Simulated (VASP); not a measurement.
# SiC (CsCl type) (Pm-3m) in VASP: a series of runs

Runs on SiC (CsCl type). Level: PBE. Tasks: single point, relaxation of cell and atoms.

All numbers are computed with VASP 6.6.1; they aren't measurements. Logs are shortened: lines on timing, memory, paths and dates and some standing lists are left out, and cuts for length are marked.

## (1) The cell of the first run

The structure is cubic, space group Pm-3m (No. 221). The conventional cell has a = 2.389 Å, b = 2.389 Å, c = 2.389 Å, α = 90.00°, β = 90.00°, γ = 90.00°. Si (site symmetry m-3m) has 8 C at 2.07 Å and 6 Si at 2.39 Å within 2.7 Å. C (site symmetry m-3m) has 8 Si at 2.07 Å and 6 C at 2.39 Å within 2.7 Å.

## (2) Single point, PBE

The input, INCAR:

```
SYSTEM = SiC
ALGO = Normal ; EDIFF = 1E-7
ENCUT = 520 ; GGA = PE
ISIF = 2 ; ISMEAR = -1
LASPH = .True. ; LCHARG = .False.
LREAL = .False. ; LWAVE = .False.
NBANDS = 11 ; NELM = 100
PREC = Accurate ; SIGMA = 0.1
```

The input, KPOINTS:

```
k-points
0
Gamma
  15 15 15
  0 0 0
```

The input, POSCAR:

```
SiC
1.0
    2.3888849567      0.0000000000      0.0000000000
    0.0000000000      2.3888849567      0.0000000000
    0.0000000000      0.0000000000      2.3888849567
Si C
1 1
Direct
    0.0000000000      0.0000000000      0.0000000000
    0.5000000000      0.5000000000      0.5000000000
```

Potentials or basis: VASP PAW PBE potentials, release 64 (Si, C).

Command:

```
> cat potpaw_PBE.64/Si/POTCAR potpaw_PBE.64/C/POTCAR > POTCAR
> mpirun -np 1 vasp_std > vasp.out
```

OUTCAR:

```text
SYSTEM = SiC
   EDIFF = 1E-7
   ENCUT = 520
   GGA = PE
   ISIF = 2
   ISMEAR = -1
   LASPH = .True.
   LREAL = .False.
   NELM = 100
   PREC = Accurate

 ion  position               nearest neighbor table
   1  0.000  0.000  0.000-   2 2.07   2 2.07   2 2.07   2 2.07   2 2.07   2 2.07   2 2.07   2 2.07

   2  0.500  0.500  0.500-   1 2.07   1 2.07   1 2.07   1 2.07   1 2.07   1 2.07   1 2.07   1 2.07

  LATTYP: Found a simple cubic cell.
 ALAT       =     2.3888849567

  Lattice vectors:

 A1 = (   2.3888849567,   0.0000000000,   0.0000000000)
 A2 = (   0.0000000000,   2.3888849567,   0.0000000000)
 A3 = (   0.0000000000,   0.0000000000,   2.3888849567)

Analysis of symmetry for initial positions (statically):
=====================================================================
 Subroutine PRICEL returns:
 Original cell was already a primitive cell.

 Routine SETGRP: Setting up the symmetry group for a
 simple cubic supercell.

 Subroutine GETGRP returns: Found 48 space group operations
 (whereof 48 operations were pure point group operations)
 out of a pool of 48 trial point group operations.

The static configuration has the point symmetry O_h .

Analysis of symmetry for dynamics (positions and initial velocities):
=====================================================================
 Subroutine PRICEL returns:
 Original cell was already a primitive cell.

 Routine SETGRP: Setting up the symmetry group for a
 simple cubic supercell.

 Subroutine GETGRP returns: Found 48 space group operations
 (whereof 48 operations were pure point group operations)
 out of a pool of 48 trial point group operations.

The dynamic configuration has the point symmetry O_h .

 Subroutine INISYM returns: Found 48 space group operations
 (whereof 48 operations are pure point group operations),
 and found     1 'primitive' translations

----------------------------------------------------------------------------------------

                                     Primitive cell

  volume of cell :      13.6328

  direct lattice vectors                    reciprocal lattice vectors
     2.388884957  0.000000000  0.000000000     0.418605340  0.000000000  0.000000000
     0.000000000  2.388884957  0.000000000     0.000000000  0.418605340  0.000000000
     0.000000000  0.000000000  2.388884957     0.000000000  0.000000000  0.418605340

  length of vectors
     2.388884957  2.388884957  2.388884957     0.418605340  0.418605340  0.418605340

  position of ions in fractional coordinates (direct lattice)
     0.000000000  0.000000000  0.000000000
     0.500000000  0.500000000  0.500000000

  ion indices of the primitive-cell ions
   primitive index   ion index
                 1           1
                 2           2

----------------------------------------------------------------------------------------

 KPOINTS: k-points

Automatic generation of k-mesh.
 Grid dimensions read from file:
 generate k-points for:   15   15   15

 Generating k-lattice:

  Cartesian coordinates                     Fractional coordinates (reciprocal lattice)
     0.027907023  0.000000000  0.000000000     0.066666667  0.000000000  0.000000000
     0.000000000  0.027907023  0.000000000     0.000000000  0.066666667  0.000000000
     0.000000000  0.000000000  0.027907023     0.000000000  0.000000000  0.066666667

  Length of vectors
     0.027907023  0.027907023  0.027907023

  Shift w.r.t. Gamma in fractional coordinates (k-lattice)
     0.000000000  0.000000000  0.000000000

 Subroutine IBZKPT returns following result:
 ===========================================

 Found    120 irreducible k-points:

 Following reciprocal coordinates:
            Coordinates               Weight
  0.000000  0.000000  0.000000      1.000000
  0.066667  0.000000  0.000000      6.000000
  0.133333  0.000000  0.000000      6.000000
  0.200000  0.000000  0.000000      6.000000
  0.266667  0.000000  0.000000      6.000000
  0.333333  0.000000  0.000000      6.000000
[... 16 lines left out ...]
  0.266667  0.200000  0.000000     24.000000
  0.333333  0.200000  0.000000     24.000000
 [... further k-points ...]
   k-points           NKPTS =    120   k-points in BZ     NKDIM =    120   number of bands    NBANDS=     11
   number of dos      NEDOS =    301   number of ions     NIONS =      2
   total plane-waves  NPLWV =   5832
   dimension x,y,z NGX =    18 NGY =   18 NGZ =   18
   dimension x,y,z NGXF=    36 NGYF=   36 NGZF=   36
   ions per type =               1   1
   NGX,Y,Z   is equivalent  to a cutoff of  12.53, 12.53, 12.53 a.u.
   NGXF,Y,Z  is equivalent  to a cutoff of  25.05, 25.05, 25.05 a.u.
 SYSTEM =  SiC
   PREC   = accura    normal or accurate (medium, high low for compatibility)
   ISTART =      0    job   : 0-new  1-cont  2-samecut
   ICHARG =      2    charge: 1-file 2-atom 10-const
   ISPIN  =      1    spin polarized calculation?
   LNONCOLLINEAR =      F non collinear calculations
   LSORBIT =      F    spin-orbit coupling
   LASPH  =      T    aspherical Exc in radial PAW
   ENCUT  =  520.0 eV  38.22 Ry    6.18 a.u.   4.44  4.44  4.44*2*pi/ulx,y,z
   NELM   =    100;   NELMIN=  2; NELMDL= -5     # of ELM steps
   EDIFF  = 0.1E-06   stopping-criterion for ELM
   LREAL  =      F    real-space projection
   EDIFFG = 0.1E-05   stopping-criterion for IOM
   NSW    =      0    number of steps for IOM
   IBRION =     -1    ionic relax: 0-MD 1-quasi-New 2-CG
   NFREE  =      0    steps in history (QN), initial steepest desc. (CG)
   ISIF   =      2    stress and relaxation
   ISYM   =      2    0-nonsym 1-usesym 2-fastsym
   POTIM  = 0.5000    time-step for ionic-motion
   TEBEG  =    0.0;   TEEND  =   0.0 temperature during run
   PSTRESS=    0.0 pullay stress
   NELECT =       8.0000    total number of electrons
   NUPDOWN=      -1.0000    fix difference up-down
   EMIN   =  10.00;   EMAX   =-10.00  energy-range for DOS
   EFERMI =   0.00;   METHOD = LEGACY
   ISMEAR =    -1;   SIGMA  =   0.10  broadening in eV -4-tet -1-fermi 0-gaus
   EFERMI_NEDOS =   21; number of points for ismear=-14 and -15
   IALGO  =     38    algorithm
   IMIX   =      4    mixing-type and parameters
     AMIX     =   0.40;   BMIX     =  1.00
     AMIX_MAG =   1.60;   BMIX_MAG =  1.00
  volume/ion in A,a.u.               =       6.82        46.00
  Fermi-wavevector in a.u.,A,eV,Ry     =   1.370596  2.590052 25.559014  1.878535
  Thomas-Fermi vector in A             =   2.496368
   LORBIT       =      0    0 simple, 1 ext, 2 COOP (PROOUT), +10 PAW based schemes
   GGA     = PE    functional components
   LHFCALC =     F    Hartree Fock is set to
   AEXX    =    0.0000 exact exchange contribution
   IVDW    =     0    specifies the selected vdW correction
   LEPSILON=     F    determine dielectric tensor
   LRPA    =     F    only Hartree local field effects (RPA)
 non-spin polarized calculation
  energy-cutoff  :      520.00
  volume of cell :       13.63
 maximum number of plane-waves:       383
 NGX is ok and might be reduce to    18
   NGX =  9   NGY =  9   NGZ =  9

 number of electron       8.0000000 magnetization

 Free energy of the ion-electron system (eV)
  ---------------------------------------------------
  ext. energy  EPLUGINS =         0.00000000
  ---------------------------------------------------
  free energy    TOTEN  =        -9.77512808 eV

  energy without entropy =       -9.75099123  energy(sigma->0) =       -9.76305966

 E-fermi :  16.0776     XC(G=0): -13.7789

 val. band max:       15.9950135375   @ k =   0.3333   0.2000   0.0667
 cond. band min:      16.0790353748   @ k =   0.4667   0.4667   0.2000
 fundamental gap:      0.0840218373
 Fermi energy:        16.0775549365

 k-point     1 :       0.0000    0.0000    0.0000
  band No.  band energies     occupation
      1      -5.2073      2.00000
      2      14.5315      2.00000
      3      14.5315      2.00000
      4      14.5315      2.00000
      5      20.2356      0.00000
      6      20.2356      0.00000
      7      21.8254      0.00000
      8      33.6000      0.00000
      9      33.6000      0.00000
     10      33.6000      0.00000
     11      39.3446      0.00000

 k-point     2 :       0.0667    0.0000    0.0000
  band No.  band energies     occupation
      1      -5.1031      2.00000
      2      13.5052      2.00000
      3      14.6048      2.00000
      4      14.6048      2.00000
      5      20.3426      0.00000
      6      20.9960      0.00000
      7      22.2172      0.00000
      8      33.1911      0.00000
      9      33.1911      0.00000
     10      33.4795      0.00000
     11      39.2407      0.00000

 k-point     3 :       0.1333    0.0000    0.0000
  band No.  band energies     occupation
      1      -4.7908      2.00000
      2      11.4714      2.00000
      3      14.8205      1.99999
      4      14.8205      1.99999
      5      20.6616      0.00000
      6      21.6335      0.00000
      7      23.9148      0.00000
      8      32.0964      0.00000
      9      32.0964      0.00000
     10      33.2457      0.00000
     11      39.0992      0.00000

 k-point     4 :       0.2000    0.0000    0.0000
  band No.  band energies     occupation
      1      -4.2727      2.00000
      2       9.2664      2.00000
      3      15.1642      1.99978
      4      15.1642      1.99978
      5      21.1857      0.00000
      6      22.0569      0.00000
      7      25.8671      0.00000
      8      30.6259      0.00000
      9      30.6259      0.00000
     10      33.2982      0.00000
     11      37.7733      0.00000
[... 239 lines left out ...]
 k-point    22 :       0.2000    0.2000    0.0000
  band No.  band energies     occupation
      1      -3.3462      2.00000
      2       9.6174      2.00000
      3      10.6066      2.00000
      4      15.8018      1.88070
      5      22.1089      0.00000
      6      23.5621      0.00000
      7      26.5654      0.00000
      8      29.6667      0.00000
      9      30.2578      0.00000
     10      34.6058      0.00000
     11      34.7321      0.00000

 k-point    23 :       0.2667    0.2000    0.0000
  band No.  band energies     occupation
      1      -2.6328      2.00000
      2       7.8923      2.00000
      3      10.8280      2.00000
      4      16.2467      0.31114
      5      21.4040      0.00000
      6      23.3795      0.00000
      7      27.1699      0.00000
      8      29.4225      0.00000
      9      30.5527      0.00000
     10      34.1461      0.00000
     11      35.4350      0.00000

 k-point    24 :       0.3333    0.2000    0.0000
  band No.  band energies     occupation
      1      -1.7280      2.00000
      2       5.9447      2.00000
      3      11.5184      2.00000
      4      16.7366      0.00274
      5      19.9810      0.00000
      6      23.9351      0.00000
      7      27.2511      0.00000
      8      28.3052      0.00000
      9      31.3203      0.00000
     10      34.3727      0.00000
     11      34.9295      0.00000

 [... further k-points ...]
[... 5 lines left out ...]
  --------------------------------------------------------------------------------------
  -------------------------------------------------------------------------------------
  Total        8.5195168      8.5195168      8.5195168     -0.0000000     -0.0000000     -0.0000000
  in kB     1001.2437945   1001.2437945   1001.2437945     -0.0000000     -0.0000000     -0.0000000
  external PRESSURE =    1001.2437945 kB  Pullay stress =       0.0000000 kB

 VOLUME and BASIS-vectors are now :
 -----------------------------------------------------------------------------
  energy-cutoff  :      520.00
  volume of cell :       13.63
      direct lattice vectors                 reciprocal lattice vectors
     2.388884957  0.000000000  0.000000000     0.418605340  0.000000000  0.000000000
     0.000000000  2.388884957  0.000000000     0.000000000  0.418605340  0.000000000
     0.000000000  0.000000000  2.388884957     0.000000000  0.000000000  0.418605340

 POSITION                                       TOTAL-FORCE (eV/Angst)
 -----------------------------------------------------------------------------------
      0.00000      0.00000      0.00000         0.000000      0.000000      0.000000
      1.19444      1.19444      1.19444         0.000000      0.000000      0.000000
 -----------------------------------------------------------------------------------
    total drift:                                0.000000     -0.000000      0.000000

  FREE ENERGIE OF THE ION-ELECTRON SYSTEM (eV)
  ---------------------------------------------------
  free  energy   TOTEN  =        -9.7751280835 eV

  energy  without entropy=       -9.7509912276  energy(sigma->0) =       -9.76305966
```

Run time: 29 s. Hardware: 1 thread of AMD EPYC 7R13, shared host; peak memory 0.09 GiB.

Results:

| Quantity | Value |
| --- | --- |
| Free energy | -9.7751 eV |
| Pressure | 100.1 GPa |
| Band gap on the k mesh | zero (band 4 reaches 17.46 eV, above the bottom of band 5 at 12.94 eV) |

[end of part 1 of 2]
